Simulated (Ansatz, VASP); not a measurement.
# Two plane-wave programs on NbTe

File INCAR:

```
PREC = Accurate
ENCUT = 500
EDIFF = 1E-6
ISMEAR = -4
SIGMA = 0.1
LREAL = F
LASPH = T
NELM = 120
ALGO = Normal
ISIF = 2
LWAVE = F
LCHARG = F
GGA = PE
NBANDS = 16
GGA_COMPAT = F
```

Contents of KPOINTS:

```
regular mesh
0
Gamma
  3 3 2
```

POSCAR

```
NbTe
1.0
    3.7029743866      0.0000000000      0.0000000000
   -1.8514871933      3.2068698884      0.0000000000
    0.0000000000      0.0000000000      3.6942110000
Nb Te
1 1
Direct
    0.1820000000      0.7520000000      0.7180000000
    0.8486666667      1.0853333333      0.2180000000
```

Input for Ansatz:

```yaml
crystal:
  lattice:
    - [3.7029743866, 0.0, 0.0]
    - [-1.8514871933, 3.2068698884, 0.0]
    - [0.0, 0.0, 3.694211]
  atoms:
    - { symbol: Nb, position: [0.182, 0.752, 0.718] }
    - { symbol: Te, position: [0.8486666667, 1.0853333333, 0.218] }
basis:
  precision: f64
kpoints:
  mp_grid: { grid: [3, 3, 2] }
hamiltonian:
  xc: pbe
  pseudopotentials: { kind: nc }
scf:
  occupations: { method: tetrahedron_uncorrected }
  max_iter: 99
output:
  forces: true
  stress: true
  eigenvalues: true
```

Alike in both runs: task single point; functional PBE; k mesh 3 × 3 × 2; no spin polarisation.

|  | VASP | Ansatz |
| --- | --- | --- |
| version | VASP 6.6.1 | Ansatz 0.2.0 |
| potentials or method | VASP PAW PBE potentials, release 64 (Nb_sv, Te) | scalar-relativistic, plane waves, norm-conserving potentials |
| plane-wave cutoff (eV) | 500 | 1120 |
| occupations | tetrahedron | tetrahedron-uncorrected |
| valence electrons in the cell | 19 | 29 |

|  | VASP | Ansatz | Ansatz less VASP |
| --- | --- | --- | --- |
| gap on the k mesh at the Fermi level (eV) | none | none | - |
| pressure (GPa) | 2.2 | 2.6 | +0.40 |
| traceless stress, the component that is largest in VASP (GPa) | 3.43 | 3.56 | +0.130 |

A gap of «none» marks a metal or a gap that the smearing closes. VASP's potentials hold 19 valence electrons a cell and Ansatz's 29, so a difference there can come from the potentials and not from the codes. Ansatz's warnings: band table not solved further.

The k mesh is coarse, so the values compare programs but aren't converged. Neither program's run includes spin-orbit coupling.
